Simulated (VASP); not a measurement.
# Zn17O18 (a cell with a defect) in VASP: a series of runs, part 2 of 2

VASP 6.6.1. Earlier steps stand in the parts before.

**3. Single point, PBEsol, collinear spin**

INCAR reads:

```
SYSTEM = Zn17O18
ALGO = Normal
EDIFF = 1E-6
ENCUT = 520
GGA = PS
ISIF = 2
ISMEAR = 0
ISPIN = 2
LASPH = .TRUE.
LCHARG = .FALSE.
LORBIT = 11
LREAL = Auto
LUSENCCL = .FALSE.
LWAVE = .FALSE.
MAGMOM = 0 0 0 0 0 0 0 0 0 0 0 0 0 0 0 0 0 0.25 0 0 0 0 0 0 0 0 0.25 0 0.25 0 0 0.25 0 0 0
NBANDS = 183
NELECT = 313.0
NELM = 150
PREC = Accurate
SIGMA = 0.02
```

KPOINTS reads:

```
Automatic mesh
0
Gamma
  2 2 2
  0.5 0.5 0.5
```

POSCAR reads:

```
Zn17O18
1.0
    0.0000000000      5.5954191282      5.2139362460
   -4.8457751099     -2.7977095641      5.2139362460
    4.8457751098     -2.7977095642      5.2139362460
Zn O
17 18
Direct
    0.6071922520      0.6105381004      0.2822834061
    0.2766413102      0.2822226134      0.9411984647
    0.2765996817      0.9411604434      0.2822727533
    0.6072253687      0.2822575969      0.6105325720
    0.9482890727      0.6105463900      0.9411750057
    0.9430283035      0.2769728611      0.2769395076
    0.6027471359      0.9366403473      0.9367158624
    0.9482694155      0.9411865467      0.6105158211
    0.2233444440      0.5572911125      0.2277221223
    0.5546939094      0.5556870582      0.8886258088
    0.2233653931      0.2277583066      0.5572554589
    0.2216656243      0.8887652238      0.8886218524
    0.5541065093      0.2198886522      0.2198440868
    0.8937866941      0.5572876040      0.5572879711
    0.8859234563      0.2198976321      0.8880002733
    0.5547254862      0.8887306215      0.5556023857
    0.8859637674      0.8879751961      0.2198649720
    0.4244953218      0.7584930887      0.7584062043
    0.7379428395      0.7368969184      0.4040964032
    0.4029713620      0.4041181376      0.0718833493
    0.4029583888      0.0719303537      0.4040721097
    0.7379259132      0.4041052762      0.7368835933
    0.0702131526      0.7368937757      0.0718373399
    0.0687564649      0.4027209800      0.4026798387
    0.7334888393      0.0673794018      0.0673867129
    0.0701542091      0.0719359268      0.7368247821
    0.3540608034      0.6880252906      0.3288657193
    0.6870367982      0.6786872939      0.0210041604
    0.3540885566      0.3287857028      0.6880402055
    0.3447836724      0.0209571424      0.0209889186
    0.6814988249      0.3468834279      0.3469045521
   -0.0051777807      0.6880565117      0.6880296371
    0.0129842701      0.3468838682      0.0154083902
    0.6870192902      0.0210061709      0.6787428454
    0.0129463390      0.0154422659      0.3468696633
```

Potentials or basis: VASP PAW PBE potentials, release 64 (Zn, O).

Command:

```
cat potpaw_PBE.64/Zn/POTCAR potpaw_PBE.64/O/POTCAR > POTCAR
mpirun -np 1 vasp_std > vasp.out
```

It took 2.4 min on 1 × NVIDIA H100 80GB with 1 thread of AMD EPYC 7R13 (Zen 3), shared host; peak memory 1.8 GiB.

The run converged. Its results:

```yaml
Free_energy: -166.9636 eV
Largest_force: 0.062 eV/Å
Net_moment: 0.00 μB per cell
Valence_electrons_inside_the_program's_atomic_spheres: Zn 10.92, 10.90, 10.84, 10.89 (each value once); O 5.00, 4.99, 4.98 (each value once)
```

Forces in eV/Å, atoms in the order of the input:
```
Zn  -0.004 -0.027 -0.020
Zn  -0.024  0.017 -0.021
Zn   0.021  0.017 -0.021
Zn   0.004 -0.029 -0.020
Zn  -0.026  0.013 -0.020
Zn   0.000  0.001 -0.001
Zn  -0.002  0.000 -0.023
Zn   0.026  0.011 -0.019
Zn   0.003 -0.002  0.023
Zn   0.025  0.015  0.001
Zn  -0.004 -0.003  0.022
Zn   0.001 -0.026  0.000
Zn   0.000 -0.008 -0.009
Zn   0.000  0.004  0.021
Zn  -0.007  0.005 -0.009
Zn  -0.022  0.015  0.001
Zn   0.006  0.004 -0.009
O    0.000 -0.003 -0.018
O   -0.009 -0.005  0.009
O    0.000  0.010  0.008
O    0.000  0.011  0.007
O    0.007 -0.006  0.010
O   -0.009 -0.006  0.008
O    0.000 -0.001 -0.033
O    0.000 -0.005  0.017
O    0.010 -0.006  0.007
O    0.044 -0.025  0.032
O    0.018  0.010 -0.008
O   -0.044 -0.026  0.035
O    0.000 -0.024 -0.004
O   -0.001  0.012  0.003
O    0.001  0.053  0.032
O    0.010 -0.005  0.003
O   -0.017  0.012 -0.008
O   -0.009 -0.004  0.004
```

Levels at points of the mesh, in eV from the Fermi level:
Spin up:
```
           k point  band 153  band 154  band 155  band 156  band 157  band 158  band 159  band 160  band 161  band 162
(0.25, 0.25, 0.25)     -0.35     -0.35     -0.29      0.03      0.03      2.07      4.36      4.36      4.44      4.86
```
Spin down:
```csv
k point,band 153,band 154,band 155,band 156,band 157,band 158,band 159,band 160,band 161,band 162
"(0.25, 0.25, 0.25)",-0.35,-0.35,-0.29,0.03,0.03,2.07,4.36,4.36,4.44,4.86
```

Caveat: the k points lie up to 0.42 Å⁻¹ apart; the cell carries a net charge on a neutralising background, which shifts energy and pressure; the cell is charged against a uniform background, so pressure and absolute levels hang on convention; the PAW data sets were made with another functional, which shifts forces and pressure a little.

**4. Single point, PBEsol, collinear spin**

INCAR reads:

```
PREC = Accurate ; ENCUT = 520
EDIFF = 1E-7 ; ISMEAR = 0
SIGMA = 0.02 ; LREAL = Auto
LASPH = True ; NELM = 150
ALGO = Normal ; ISIF = 2
LWAVE = False ; LCHARG = False
ISPIN = 2 ; MAGMOM = 0 0 0 0 0 0 0 0 0 0 0 0 0 0 0 0 0 0.5 0 0 0 0 0 0 0 0 0.5 0 0.5 0 0 0.5 0 0 0
LORBIT = 11 ; GGA = PS
NELECT = 314.0 ; NBANDS = 183
LUSENCCL = False
```

KPOINTS is that of step 3.

POSCAR reads:

```
Zn17O18
1.0
    0.0000000000      5.5954191282      5.2139362460
   -4.8457751099     -2.7977095641      5.2139362460
    4.8457751098     -2.7977095642      5.2139362460
Zn O
17 18
Direct
    0.6049840156      0.6108693580      0.2830468374
    0.2767240498      0.2830280574      0.9391344730
    0.2767871768      0.9390887389      0.2830728273
    0.6049816909      0.2830896802      0.6107904514
    0.9489506586      0.6108332057      0.9391500773
    0.9426011679      0.2766896382      0.2767021457
    0.6019184424      0.9360311644      0.9359648591
    0.9490059659      0.9391122927      0.6108126815
    0.2239102475      0.5579882758      0.2290869356
    0.5555208926      0.5561780288      0.8895084293
    0.2239060021      0.2291127830      0.5579536565
    0.2220893941      0.8895502022      0.8895356328
    0.5531125242      0.2198816414      0.2198147189
    0.8950814189      0.5579516594      0.5579123315
    0.8857566031      0.2198717539      0.8871722046
    0.5555687995      0.8895650737      0.5561416159
    0.8857780938      0.8872704142      0.2198138037
    0.4251449931      0.7592401426      0.7591704057
    0.7377504749      0.7368653782      0.4039071345
    0.4027633999      0.4039986402      0.0717688960
    0.4028021050      0.0718229277      0.4039502499
    0.7377231547      0.4039729651      0.7368036406
    0.0698761658      0.7368619975      0.0717962504
    0.0677633077      0.4018135273      0.4018014277
    0.7332889232      0.0674031545      0.0673460673
    0.0698780349      0.0718241547      0.7368422565
    0.3525035308      0.6866087668      0.3329196109
    0.6873477788      0.6784559689      0.0214840630
    0.3525353965      0.3327810973      0.6866746763
    0.3443444416      0.0214533214      0.0215060901
    0.6811504421      0.3460983578      0.3460450106
   -0.0014177823      0.6866581894      0.6866870887
    0.0119717142      0.3460736620      0.0152400152
    0.6874172751      0.0215244016      0.6784206263
    0.0120051419      0.0152404052      0.3460624935
```

Command:

```
cat potpaw_PBE.64/Zn/POTCAR potpaw_PBE.64/O/POTCAR > POTCAR
mpirun -np 1 vasp_std > vasp.out
```

It took 2.6 min on 1 × NVIDIA H100 80GB with 1 thread of AMD EPYC 7R13 (Zen 3), shared host; peak memory 1.8 GiB.

It converged, with:

```yaml
Free_energy: -166.0529 eV
Largest_force: 0.066 eV/Å
Net_moment: 0.00 μB per cell
Valence_electrons_inside_the_program's_atomic_spheres: Zn 10.94, 10.93, 10.85, 10.92, 10.91 (each value once); O 5.01, 5.00, 4.99 (each value once)
```

Forces in eV/Å, atoms in the order of the input:
```
Zn   0.015  0.014  0.012
Zn   0.005 -0.020  0.012
Zn  -0.005 -0.021  0.012
Zn  -0.014  0.015  0.013
Zn   0.020  0.005  0.011
Zn  -0.001  0.001 -0.003
Zn   0.001  0.000  0.002
Zn  -0.020  0.004  0.012
Zn   0.006 -0.004 -0.023
Zn   0.023  0.012 -0.004
Zn  -0.005 -0.003 -0.023
Zn  -0.001 -0.027 -0.003
Zn   0.000  0.003  0.003
Zn   0.000  0.004 -0.024
Zn   0.002 -0.002  0.003
Zn  -0.023  0.011 -0.004
Zn  -0.001 -0.002  0.002
O    0.000  0.001 -0.045
O    0.011  0.003 -0.003
O   -0.003 -0.009 -0.002
O    0.004 -0.009 -0.003
O   -0.011  0.003 -0.004
O    0.007  0.009 -0.003
O   -0.001  0.001 -0.007
O    0.000 -0.005 -0.013
O   -0.006  0.010 -0.004
O    0.051 -0.028  0.024
O    0.016  0.011  0.005
O   -0.053 -0.030  0.025
O   -0.001 -0.017  0.002
O    0.000 -0.002  0.000
O   -0.001  0.058  0.024
O   -0.003  0.001  0.001
O   -0.017  0.010  0.003
O    0.003  0.001  0.002
```

Levels at points of the mesh, in eV from the Fermi level:
Spin up:
| k point | band 155 | band 156 | band 157 | band 158 | band 159 | band 160 |
| --- | --- | --- | --- | --- | --- | --- |
| (0.25, 0.25, 0.25) | -0.61 | -0.16 | -0.16 | 1.71 | 3.99 | 3.99 |
Spin down:
```tsv
k point	band 153	band 154	band 155	band 156	band 157	band 158	band 159	band 160	band 161	band 162
(0.25, 0.25, 0.25)	-0.62	-0.62	-0.61	-0.16	-0.16	1.71	3.99	3.99	4.08	4.48
```

Caveat: the cell carries a net charge on a neutralising background, which shifts energy and pressure; the cell is charged against a uniform background, so pressure and absolute levels hang on convention; the PAW data sets were made with another functional, which shifts forces and pressure a little.
